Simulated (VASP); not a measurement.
Set up this calculation in VASP 6.6.1, as the native input.

| Quantity | Value |
| --- | --- |
| Task | relaxation of cell and atoms |
| Functional | PBE |
| Potentials or basis | VASP PAW PBE potentials, release 64 (C) |
| Cutoff | 600 eV |
| k mesh | 12 × 12 × 4 |
| Occupations | gaussian, width 0.1 eV |
| Spin | no spin polarisation |
| Dipole correction | no |
| Further INCAR settings | ALGO = Normal; EDIFF = 1e-06; IBRION = 2; EDIFFG = -0.01; NSW = 80; ISIF = 3 |

The structure of C lies in POSCAR:

```
C
1.0
    1.2280479700     -2.1270618200      0.0000000000
    1.2280479700      2.1270618200      0.0000000000
    0.0000000000      0.0000000000      7.1732677600
C
4
Direct
    0.0833794600      0.9166205400      0.7531376000
    0.5833794600      0.4166205400      0.2468624000
    0.9166205400      0.0833794600      0.2468624000
    0.4166205400      0.5833794600      0.7531376000
```

One way to write it, as run:

INCAR

```
PREC = Accurate ; ENCUT = 600
EDIFF = 1E-6 ; ISMEAR = 0
SIGMA = 0.1 ; LREAL = F
LASPH = T ; NELM = 60
ALGO = Normal ; ISIF = 3
LWAVE = F ; LCHARG = F
GGA = PE ; IBRION = 2
NSW = 80 ; EDIFFG = -0.01
```

KPOINTS

```
regular mesh
0
Gamma
  12 12 4
```

Potentials or basis: VASP PAW PBE potentials, release 64 (C).

Launch:

```console
$ cat potpaw_PBE.64/C/POTCAR > POTCAR
$ mpirun -np 1 vasp_std > vasp.out
```

Results of the run:

```json
{"Relaxed volume": "10.64 Å³/atom", "Relaxed cell": "a = 2.467 Å, b = 2.467 Å, c = 8.075 Å, α = 90.00°, β = 90.00°, γ = 120.01°", "Space group after relaxing (to 0.05 Å)": "Fmmm (No. 69)", "Energy gained by relaxing": "5.0 meV/atom", "Ionic steps": "22", "Pressure after relaxing": "0.0 GPa", "Largest force after relaxing": "0.005 eV/Å"}
```

Caveat: this functional lacks dispersion, which binds the layers, so the pressure and a relaxed spacing across them are unreliable.

It took 6.1 min on 1 thread of AMD EPYC 9R45 96-Core Processor (Zen 5), on a shared host, peak memory 0.17 GiB.
